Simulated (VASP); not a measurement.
# N2 in VASP: further runs

Runs on N2. Level: PBE+D3(BJ). Tasks: single point, relaxation of the atoms.

All numbers are computed with VASP 6.6.1; they aren't measurements. Logs are shortened: lines on timing, memory, paths and dates and some standing lists are left out, and cuts for length are marked.

### 1 The cell of the first run

The cell holds a molecule in a box, 2 atoms: a = 9.600 Å, b = 9.800 Å, c = 10.000 Å, α = 90.00°, β = 90.00°, γ = 90.00°.

### 2 Single point, PBE+D3(BJ)

INCAR

```
PREC = Accurate
ENCUT = 520
EDIFF = 1E-7
ISMEAR = 0
SIGMA = 0.01
LREAL = False
LASPH = True
NELM = 80
ALGO = Normal
ISIF = 2
LWAVE = False
LCHARG = True
GGA = PE
IVDW = 12
LELF = True
LVHAR = True
NBANDS = 12
```

KPOINTS

```
Automatic mesh
0
Gamma
  1 1 1
```

POSCAR

```
N
1.0
    9.6000000000      0.0000000000      0.0000000000
    0.0000000000      9.8000000000      0.0000000000
    0.0000000000      0.0000000000     10.0000000000
N
2
Direct
    0.5331220986      0.5324461374      0.5317972147
    0.4668779014      0.4675538626      0.4682027853
```

Potentials or basis: VASP PAW PBE potentials, release 64 (N).

On the command line:

```sh
$ cat potpaw_PBE.64/N/POTCAR > POTCAR
$ mpirun -np 1 vasp_gam > vasp.out
```

OUTCAR:

```text
PREC = Accurate
   ENCUT = 520
   EDIFF = 1E-7
   ISMEAR = 0
   LREAL = False
   LASPH = True
   NELM = 80
   ISIF = 2
   GGA = PE
   IVDW = 12
 IVDW          = 12

 ion  position               nearest neighbor table
   1  0.533  0.532  0.532-   2 1.10
   2  0.467  0.468  0.468-   1 1.10

  LATTYP: Found a simple orthorhombic cell.
 ALAT       =     9.6000000000
 B/A-ratio  =     1.0208333333
 C/A-ratio  =     1.0416666667

  Lattice vectors:

 A1 = (   9.6000000000,   0.0000000000,   0.0000000000)
 A2 = (   0.0000000000,   9.8000000000,   0.0000000000)
 A3 = (   0.0000000000,   0.0000000000,  10.0000000000)

Analysis of symmetry for initial positions (statically):
=====================================================================
 Subroutine PRICEL returns:
 Original cell was already a primitive cell.

 Routine SETGRP: Setting up the symmetry group for a
 simple orthorhombic supercell.

 Subroutine GETGRP returns: Found  2 space group operations
 (whereof  2 operations were pure point group operations)
 out of a pool of  8 trial point group operations.

The static configuration has the point symmetry S_2 .

Analysis of symmetry for dynamics (positions and initial velocities):
=====================================================================
 Subroutine PRICEL returns:
 Original cell was already a primitive cell.

 Routine SETGRP: Setting up the symmetry group for a
 simple orthorhombic supercell.

 Subroutine GETGRP returns: Found  2 space group operations
 (whereof  2 operations were pure point group operations)
 out of a pool of  8 trial point group operations.

The dynamic configuration has the point symmetry S_2 .

 Subroutine INISYM returns: Found  2 space group operations
 (whereof  2 operations are pure point group operations),
 and found     1 'primitive' translations

----------------------------------------------------------------------------------------

                                     Primitive cell

  volume of cell :     940.8000

  direct lattice vectors                    reciprocal lattice vectors
     9.600000000  0.000000000  0.000000000     0.104166667  0.000000000  0.000000000
     0.000000000  9.800000000  0.000000000     0.000000000  0.102040816  0.000000000
     0.000000000  0.000000000 10.000000000     0.000000000  0.000000000  0.100000000

  length of vectors
     9.600000000  9.800000000 10.000000000     0.104166667  0.102040816  0.100000000

  position of ions in fractional coordinates (direct lattice)
     0.533122099  0.532446137  0.531797215
     0.466877901  0.467553863  0.468202785

  ion indices of the primitive-cell ions
   primitive index   ion index
                 1           1
                 2           2

----------------------------------------------------------------------------------------

 KPOINTS: Automatic mesh

Automatic generation of k-mesh.
 Grid dimensions read from file:
 generate k-points for:    1    1    1

 Generating k-lattice:

  Cartesian coordinates                     Fractional coordinates (reciprocal lattice)
     0.104166667  0.000000000  0.000000000     1.000000000  0.000000000  0.000000000
     0.000000000  0.102040816  0.000000000     0.000000000  1.000000000  0.000000000
     0.000000000  0.000000000  0.100000000     0.000000000  0.000000000  1.000000000

  Length of vectors
     0.104166667  0.102040816  0.100000000

  Shift w.r.t. Gamma in fractional coordinates (k-lattice)
     0.000000000  0.000000000  0.000000000

 Subroutine IBZKPT returns following result:
 ===========================================

 Found      1 irreducible k-points:

 Following reciprocal coordinates:
            Coordinates               Weight
  0.000000  0.000000  0.000000      1.000000
   k-points           NKPTS =      1   k-points in BZ     NKDIM =      1   number of bands    NBANDS=     12
   number of dos      NEDOS =    301   number of ions     NIONS =      2
   total plane-waves  NPLWV = 460800
   dimension x,y,z NGX =    72 NGY =   80 NGZ =   80
   dimension x,y,z NGXF=   144 NGYF=  160 NGZF=  160
   ions per type =               2
   NGX,Y,Z   is equivalent  to a cutoff of  12.47, 13.57, 13.30 a.u.
   NGXF,Y,Z  is equivalent  to a cutoff of  24.94, 27.14, 26.60 a.u.
 SYSTEM =  unknown system
   PREC   = accura    normal or accurate (medium, high low for compatibility)
   ISTART =      0    job   : 0-new  1-cont  2-samecut
   ICHARG =      2    charge: 1-file 2-atom 10-const
   ISPIN  =      1    spin polarized calculation?
   LNONCOLLINEAR =      F non collinear calculations
   LSORBIT =      F    spin-orbit coupling
   LASPH  =      T    aspherical Exc in radial PAW
   ENCUT  =  520.0 eV  38.22 Ry    6.18 a.u.  17.85 18.22 18.59*2*pi/ulx,y,z
   NELM   =     80;   NELMIN=  2; NELMDL= -5     # of ELM steps
   EDIFF  = 0.1E-06   stopping-criterion for ELM
   LREAL  =      F    real-space projection
   EDIFFG = 0.1E-05   stopping-criterion for IOM
   NSW    =      0    number of steps for IOM
   IBRION =     -1    ionic relax: 0-MD 1-quasi-New 2-CG
   NFREE  =      0    steps in history (QN), initial steepest desc. (CG)
   ISIF   =      2    stress and relaxation
   ISYM   =      2    0-nonsym 1-usesym 2-fastsym
   POTIM  = 0.5000    time-step for ionic-motion
   TEBEG  =    0.0;   TEEND  =   0.0 temperature during run
   PSTRESS=    0.0 pullay stress
   NELECT =      10.0000    total number of electrons
   NUPDOWN=      -1.0000    fix difference up-down
   EMIN   =  10.00;   EMAX   =-10.00  energy-range for DOS
   EFERMI =   0.00;   METHOD = LEGACY
   ISMEAR =     0;   SIGMA  =   0.01  broadening in eV -4-tet -1-fermi 0-gaus
   EFERMI_NEDOS =   21; number of points for ismear=-14 and -15
   IALGO  =     38    algorithm
   IMIX   =      4    mixing-type and parameters
     AMIX     =   0.40;   BMIX     =  1.00
     AMIX_MAG =   1.60;   BMIX_MAG =  1.00
  volume/ion in A,a.u.               =     470.40      3174.42
  Fermi-wavevector in a.u.,A,eV,Ry     =   0.359950  0.680207  1.762827  0.129564
  Thomas-Fermi vector in A             =   1.279308
   LORBIT       =      0    0 simple, 1 ext, 2 COOP (PROOUT), +10 PAW based schemes
   GGA     = PE    functional components
   LHFCALC =     F    Hartree Fock is set to
   AEXX    =    0.0000 exact exchange contribution
   IVDW    =    12    specifies the selected vdW correction
   LEPSILON=     F    determine dielectric tensor
   LRPA    =     F    only Hartree local field effects (RPA)
 non-spin polarized calculation
 Gauss-broadening in eV      SIGMA  =   0.01
  energy-cutoff  :      520.00
  volume of cell :      940.80
 maximum number of plane-waves:     12694
 NGX is ok and might be reduce to    70
   NGX = 35   NGY = 37   NGZ = 37

 number of electron      10.0000000 magnetization

 Free energy of the ion-electron system (eV)
  ---------------------------------------------------
  ext. energy  EPLUGINS =         0.00000000
  ---------------------------------------------------
  free energy    TOTEN  =       -16.64158043 eV

  energy without entropy =      -16.64158043  energy(sigma->0) =      -16.64158043

 E-fermi : -10.0003     XC(G=0):  -0.6392

 val. band max:      -10.0581207311   @ k =   0.0000   0.0000   0.0000
 cond. band min:      -1.8522711261   @ k =   0.0000   0.0000   0.0000
 fundamental gap:      8.2058496050
 Fermi energy:       -10.0003338844

 k-point     1 :       0.0000    0.0000    0.0000
  band No.  band energies     occupation
      1     -28.2220      2.00000
      2     -13.3192      2.00000
      3     -11.4845      2.00000
      4     -11.4845      2.00000
      5     -10.0581      2.00000
      6      -1.8523      0.00000
      7      -1.8520      0.00000
      8      -0.1936      0.00000
      9       1.1514      0.00000
     10       1.2048      0.00000
     11       1.2628      0.00000
     12       1.3826      0.00000

------------------------ aborting loop because EDIFF is reached ----------------------------------------

 Edisp (eV)   -0.01206

 E8    (eV) :    -0.0035

  FORCE on cell =-STRESS in cart. coord.  units (eV):
  Direction    XX          YY          ZZ          XY          YZ          ZX
  --------------------------------------------------------------------------------------
  -------------------------------------------------------------------------------------
  Total       0.61128     0.60960     0.61049     0.66806     0.66819     0.66821
  in kB       1.04101     1.03815     1.03966     1.13770     1.13792     1.13797
  external pressure =        1.04 kB  Pullay stress =        0.00 kB

 VOLUME and BASIS-vectors are now :
 -----------------------------------------------------------------------------
  energy-cutoff  :      520.00
  volume of cell :      940.80
      direct lattice vectors                 reciprocal lattice vectors
     9.600000000  0.000000000  0.000000000     0.104166667  0.000000000  0.000000000
     0.000000000  9.800000000  0.000000000     0.000000000  0.102040816  0.000000000
     0.000000000  0.000000000 10.000000000     0.000000000  0.000000000  0.100000000

 POSITION                                       TOTAL-FORCE (eV/Angst)
 -----------------------------------------------------------------------------------
      5.11797      5.21797      5.31797         1.065592      1.065584      1.065656
      4.48203      4.58203      4.68203        -1.065592     -1.065584     -1.065656
 -----------------------------------------------------------------------------------
    total drift:                                0.000000      0.000000     -0.000000

  FREE ENERGIE OF THE ION-ELECTRON SYSTEM (eV)
  ---------------------------------------------------
  free  energy   TOTEN  =       -16.6536359181 eV

  energy  without entropy=      -16.6536359181  energy(sigma->0) =      -16.65363592
```

Wall time 2.4 min (1 thread of Intel Xeon 8259CL, shared host); peak memory 0.8 GiB.

What came out:

```yaml
Free_energy: -16.6536 eV
Largest_force: 1.846 eV/Å
Gap_between_the_frontier_levels: 8.21 eV
Dispersion_energy_per_atom: -0.006 eV
```

Forces in eV/Å, atoms in the order of the input:
```
N    1.066  1.066  1.066
N   -1.066 -1.066 -1.066
```

Caveat: the standard files for N, O and F lose accuracy on very short bonds.

### 3 Single point, PBE+D3(BJ)

INCAR

```
ALGO = Normal
EDIFF = 1E-7
ENCUT = 520
GGA = PE
ISIF = 2
ISMEAR = 0
IVDW = 12
LASPH = T
LCHARG = F
LREAL = F
LWAVE = F
NBANDS = 12
NELM = 80
PREC = Accurate
SIGMA = 0.01
```

KPOINTS

```
k-points
0
Gamma
  1 1 1
```

POSCAR

```
N
1.0
    9.6000000000      0.0000000000      0.0000000000
    0.0000000000      9.8000000000      0.0000000000
    0.0000000000      0.0000000000     10.0000000000
N
2
Direct
    0.5331435476      0.5324667934      0.5318178690
    0.4668564524      0.4675332066      0.4681821310
```

Potentials or basis: VASP PAW PBE potentials, release 64 (N).

On the command line:

```sh
$ cat potpaw_PBE.64/N/POTCAR > POTCAR
$ mpirun -np 1 vasp_gam > vasp.out
```

OUTCAR:

```text
EDIFF = 1E-7
   ENCUT = 520
   GGA = PE
   ISIF = 2
   ISMEAR = 0
   IVDW = 12
   LASPH = T
   LREAL = F
   NELM = 80
   PREC = Accurate
 IVDW          = 12

 ion  position               nearest neighbor table
   1  0.533  0.532  0.532-   2 1.10
   2  0.467  0.468  0.468-   1 1.10

  LATTYP: Found a simple orthorhombic cell.
 ALAT       =     9.6000000000
 B/A-ratio  =     1.0208333333
 C/A-ratio  =     1.0416666667

  Lattice vectors:

 A1 = (   9.6000000000,   0.0000000000,   0.0000000000)
 A2 = (   0.0000000000,   9.8000000000,   0.0000000000)
 A3 = (   0.0000000000,   0.0000000000,  10.0000000000)

Analysis of symmetry for initial positions (statically):
=====================================================================
 Subroutine PRICEL returns:
 Original cell was already a primitive cell.

 Routine SETGRP: Setting up the symmetry group for a
 simple orthorhombic supercell.

 Subroutine GETGRP returns: Found  2 space group operations
 (whereof  2 operations were pure point group operations)
 out of a pool of  8 trial point group operations.

The static configuration has the point symmetry S_2 .

Analysis of symmetry for dynamics (positions and initial velocities):
=====================================================================
 Subroutine PRICEL returns:
 Original cell was already a primitive cell.

 Routine SETGRP: Setting up the symmetry group for a
 simple orthorhombic supercell.

 Subroutine GETGRP returns: Found  2 space group operations
 (whereof  2 operations were pure point group operations)
 out of a pool of  8 trial point group operations.

The dynamic configuration has the point symmetry S_2 .

 Subroutine INISYM returns: Found  2 space group operations
 (whereof  2 operations are pure point group operations),
 and found     1 'primitive' translations

----------------------------------------------------------------------------------------
[... 87 lines left out ...]
   IMIX   =      4    mixing-type and parameters
     AMIX     =   0.40;   BMIX     =  1.00
     AMIX_MAG =   1.60;   BMIX_MAG =  1.00
  volume/ion in A,a.u.               =     470.40      3174.42
  Fermi-wavevector in a.u.,A,eV,Ry     =   0.359950  0.680207  1.762827  0.129564
  Thomas-Fermi vector in A             =   1.279308
   LORBIT       =      0    0 simple, 1 ext, 2 COOP (PROOUT), +10 PAW based schemes
   GGA     = PE    functional components
   LHFCALC =     F    Hartree Fock is set to
   AEXX    =    0.0000 exact exchange contribution
   IVDW    =    12    specifies the selected vdW correction
   LEPSILON=     F    determine dielectric tensor
   LRPA    =     F    only Hartree local field effects (RPA)
 non-spin polarized calculation
 Gauss-broadening in eV      SIGMA  =   0.01
  energy-cutoff  :      520.00
  volume of cell :      940.80
 maximum number of plane-waves:     12694
 NGX is ok and might be reduce to    70
   NGX = 35   NGY = 37   NGZ = 37

 number of electron      10.0000000 magnetization

 Free energy of the ion-electron system (eV)
  ---------------------------------------------------
  ext. energy  EPLUGINS =         0.00000000
  ---------------------------------------------------
  free energy    TOTEN  =       -16.64284936 eV

  energy without entropy =      -16.64284936  energy(sigma->0) =      -16.64284936

 E-fermi :  -9.9961     XC(G=0):  -0.6394

 val. band max:      -10.0577312880   @ k =   0.0000   0.0000   0.0000
 cond. band min:      -1.8605387233   @ k =   0.0000   0.0000   0.0000
 fundamental gap:      8.1971925648
 Fermi energy:        -9.9961049762

 k-point     1 :       0.0000    0.0000    0.0000
  band No.  band energies     occupation
      1     -28.2107      2.00000
      2     -13.3244      2.00000
      3     -11.4786      2.00000
      4     -11.4786      2.00000
      5     -10.0577      2.00000
      6      -1.8605      0.00000
      7      -1.8602      0.00000
      8      -0.1937      0.00000
      9       1.1514      0.00000
     10       1.2048      0.00000
     11       1.2628      0.00000
     12       1.3825      0.00000

------------------------ aborting loop because EDIFF is reached ----------------------------------------

 Edisp (eV)   -0.01206

 E8    (eV) :    -0.0035

  FORCE on cell =-STRESS in cart. coord.  units (eV):
  Direction    XX          YY          ZZ          XY          YZ          ZX
  --------------------------------------------------------------------------------------
  -------------------------------------------------------------------------------------
  Total       0.56921     0.56751     0.56842     0.62562     0.62576     0.62579
  in kB       0.96935     0.96647     0.96801     1.06543     1.06566     1.06571
  external pressure =        0.97 kB  Pullay stress =        0.00 kB

 VOLUME and BASIS-vectors are now :
 -----------------------------------------------------------------------------
  energy-cutoff  :      520.00
  volume of cell :      940.80
      direct lattice vectors                 reciprocal lattice vectors
     9.600000000  0.000000000  0.000000000     0.104166667  0.000000000  0.000000000
     0.000000000  9.800000000  0.000000000     0.000000000  0.102040816  0.000000000
     0.000000000  0.000000000 10.000000000     0.000000000  0.000000000  0.100000000

 POSITION                                       TOTAL-FORCE (eV/Angst)
 -----------------------------------------------------------------------------------
      5.11818      5.21817      5.31818         0.998075      0.998055      0.998134
      4.48182      4.58183      4.68182        -0.998075     -0.998055     -0.998134
 -----------------------------------------------------------------------------------
    total drift:                               -0.000000     -0.000000      0.000000

  FREE ENERGIE OF THE ION-ELECTRON SYSTEM (eV)
  ---------------------------------------------------
  free  energy   TOTEN  =       -16.6549048212 eV

  energy  without entropy=      -16.6549048212  energy(sigma->0) =      -16.65490482
```

stdout:

```text
POSCAR found type information on POSCAR N
 POSCAR found :  1 types and       2 ions
 scaLAPACK will be used
 LDA part: xc-table for (Slater+PW92), standard interpolation
 POSCAR, INCAR and KPOINTS ok, starting setup
 FFT: planning ... GRIDC
 FFT: planning ... GRID_SOFT
 FFT: planning ... GRID
 WAVECAR not read
 entering main loop
```

It took 1.9 min on 1 thread of Intel Xeon 8259CL, shared host; peak memory 0.8 GiB.

Results:

| Item | Value |
| --- | --- |
| Free energy | -16.6549 eV |
| Largest force | 1.729 eV/Å |
| Gap between the frontier levels | 8.20 eV |
| Dispersion energy per atom | -0.006 eV |

Forces in eV/Å, atoms in the order of the input:
```
N    0.998  0.998  0.998
N   -0.998 -0.998 -0.998
```

Caveat: the standard files for N, O and F lose accuracy on very short bonds.

(Part 1 of 2 ends here.)
